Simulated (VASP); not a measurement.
The system is CdS.

```xyz
2
Lattice="0.0190 2.9424 2.9424 2.9424 0.0190 2.9424 2.9424 2.9424 0.0190" Properties=species:S:1:pos:R:3 pbc="T T T"
Cd    0.0043    0.0043    0.0043
S     1.4717    1.4717    1.4717
```

This cell differs from its parent crystal: epitaxial 111 strain -0.5%.

Base run:

```yaml
Program: VASP 6.6.1
Functional: HSE06
Potentials_or_basis: VASP PAW PBE potentials, release 64 (Cd, S)
Cutoff: 520 eV
k_mesh: 6 × 6 × 6
Occupations: gaussian, width 0.01 eV
Spin: no spin polarisation
```

Its results: band gap on the k mesh 2.11 eV, direct; pressure 0.9 GPa.

Q: The run is repeated on the same cell with these changes: functional from HSE06 to r2SCAN; k mesh from 6 × 6 × 6 to 8 × 8 × 8. What comes out?

A: Band gap on the k mesh 1.54 eV, direct; pressure 0.7 GPa.

Several settings changed at once, so the effect can't be laid on one alone.

Caveats: the PAW data sets were made with another functional, which shifts forces and pressure a little.

